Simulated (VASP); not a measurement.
SiC:

```
CELL_PARAMETERS angstrom
-0.05099 2.19240 2.19240
2.19240 -0.05099 2.19240
2.19240 2.19240 -0.05099
ATOMIC_POSITIONS crystal
Si 0.99914 0.99914 0.99914
C 0.25086 0.25086 0.25086
```

This cell differs from its parent crystal: epitaxial 111 strain +3.0%.

Base run:

* Program: VASP 6.6.1
* Functional: PBE
* Potentials or basis: VASP PAW PBE potentials, release 64 (Si, C)
* Cutoff: 520 eV
* k mesh: 10 × 10 × 10
* Occupations: fermi-dirac, width 0.02 eV
* Spin: no spin polarisation

Its results: band gap on the k mesh 1.20 eV (least direct gap 4.26 eV); pressure -7.3 GPa.

Question: The run is repeated on the same cell with these changes: functional from PBE to r2SCAN; occupations from fermi-dirac, width 0.02 eV to gaussian, width 0.01 eV. What comes out?

Answer: Band gap on the k mesh 1.55 eV (least direct gap 4.76 eV); pressure -11.0 GPa.

Caveats: the cell stands under tension; the PAW data sets were made with another functional, which shifts forces and pressure a little (at least some runs).

A k mesh can miss the band edges.
